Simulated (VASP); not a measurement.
Set up this calculation in VASP 6.6.1, as the native input.

- Task: single point
- Functional: PBE
- Potentials or basis: VASP PAW PBE potentials, release 64 (Ta_pv, As)
- Cutoff: 520 eV
- k mesh: 11 × 11 × 11
- Occupations: fermi-dirac, width 0.05 eV
- Spin: no spin polarisation
- Dipole correction: no
- Further INCAR settings: ALGO = Normal; EDIFF = 1e-07; NBANDS = 24

The structure of TaAs lies in POSCAR:

```
TaAs
1.0
   -1.7332164320      1.7332164320      5.9068032086
    1.7332164320     -1.7332164320      5.9068032086
    1.7332164320      1.7332164320     -5.9068032086
Ta As
2 2
Direct
    0.4999673000      0.4999673000      0.0000000000
    0.2499673000      0.7499673000      0.5000000000
    0.0826321200      0.0826321200      0.0000000000
    0.8326321200      0.3326321200      0.5000000000
```

The input as run:

INCAR

```
SYSTEM = TaAs
ALGO = Normal ; EDIFF = 1E-7
ENCUT = 520 ; GGA = PE
ISIF = 2 ; ISMEAR = -1
LASPH = .TRUE. ; LCHARG = .FALSE.
LREAL = .FALSE. ; LWAVE = .FALSE.
NBANDS = 24 ; NELM = 60
PREC = Accurate ; SIGMA = 0.05
```

KPOINTS

```
k-points
0
G
  11 11 11
  0 0 0
```

Potentials or basis: VASP PAW PBE potentials, release 64 (Ta_pv, As).

Command:

```sh
$ cat potpaw_PBE.64/Ta_pv/POTCAR potpaw_PBE.64/As/POTCAR > POTCAR
$ mpirun -np 1 vasp_std > vasp.out
```

It gave:

The pressure is -1.0 GPa and the largest force is 0.017 eV/Å. The band gap on the k mesh is zero (filled and empty bands touch).

Caveat: spin-orbit coupling is left out, which moves the levels of the heavy elements.

Wall time 2.8 min on 1 thread of Intel(R) Xeon(R) 6975P-C (Granite Rapids), on a shared host, peak memory 0.44 GiB.
